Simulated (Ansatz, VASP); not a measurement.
# C: VASP beside Ansatz

```
CELL_PARAMETERS angstrom
0.00000 1.78340 1.78340
1.78340 0.00000 1.78340
1.78340 1.78340 0.00000
ATOMIC_POSITIONS crystal
C 0.50000 0.50000 0.50000
C 0.75000 0.75000 0.75000
```

Alike in both runs: task electric field gradients; functional LDA; k mesh 20 × 20 × 20; occupations fermi-dirac, width 0.08 eV; no spin polarisation.

|  | VASP | Ansatz |
| --- | --- | --- |
| version | VASP 6.6.1 | Ansatz 0.2.0 |
| potentials or method | VASP PAW LDA potentials, release 64 (C), cutoff 520 eV | all-electron PAW with datasets made for the crystal, scalar-relativistic |

```tsv
	VASP	Ansatz	Ansatz less VASP
gap on the k mesh at the Fermi level (eV)	4.10	4.11	+0.006
pressure (GPa)	-11.7	-13.0	-1.35
```

LDA's correlation is that of Perdew and Zunger in VASP and of Perdew and Wang (1992) in Ansatz. Ansatz ran all-electron here, and VASP with PAW potentials.
